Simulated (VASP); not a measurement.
A run of VASP 6.6.1 is set up as follows.

INCAR

```
SYSTEM = Mg5Zn2Cl14
  PREC = Accurate
  ENCUT = 520
  EDIFF = 1E-6
  ISMEAR = -1
  SIGMA = 0.05
  LREAL = Auto
  LASPH = .True.
  NELM = 80
  ALGO = Normal
  ISIF = 2
  LWAVE = .False.
  LCHARG = .False.
  GGA = PE
  NBANDS = 82
  ISYM = 0
```

File KPOINTS:

```
regular mesh
0
Gamma
  1 1 1
  0 0 0
```

POSCAR

```
Mg5Zn2Cl14
1.0
    8.2974160000     -0.2208390000     -0.2790260000
   -0.2208390000      8.1977830000     -0.1524450000
   -0.2790260000     -0.1524450000      8.2216760000
Zn Cl Mg
2 14 5
Direct
    0.4529322971      0.2525731746      0.6668435249
    0.6005446566      0.1948351752      0.2041051267
    0.1306554163      0.2484465232      0.0035217501
    0.5787997871      0.3035080136      0.9381893021
    0.8381711035      0.0986533507      0.7013210859
    0.6021775216      0.3467864010      0.4529199446
    0.8056915505      0.6021451518      0.0718959137
    0.2265130600      0.5905799473      0.2850164605
    0.1609892432      0.7711787446      0.9193171232
    0.8207065875      0.0300514430      0.1914604356
    0.5637161745      0.7275887512      0.4115266445
    0.4020238035      0.9827642598      0.1611178294
    0.2716268155      0.0330613374      0.5903301200
    0.5225969879      0.7904627843      0.8108011367
    0.9857646785      0.7181723033      0.5609984816
    0.2421469914      0.4170523060      0.6595152674
    0.6172076702      0.8157095651      0.1038373237
    0.2957827685      0.6811485275      0.5596342850
    0.0870363526      0.0183345368      0.8202993421
    0.0684141385      0.5177140260      0.0366278406
    0.7507486229      0.8367455780      0.6281944296
```

Potentials or basis: VASP PAW PBE potentials, release 64 (Zn, Cl, Mg).

Command:

```console
$ cat potpaw_PBE.64/Zn/POTCAR potpaw_PBE.64/Cl/POTCAR potpaw_PBE.64/Mg/POTCAR > POTCAR
$ mpirun -np 1 vasp_gam > vasp.out
```

(1) What does it give for the pressure?

(2) Estimate the largest force.

## Answers

(1) 1.1 GPa.

(2) 0.943 eV/Å.

Caveat: the k points lie up to 0.77 Å⁻¹ apart; the atoms stand as in a frame of molecular dynamics.
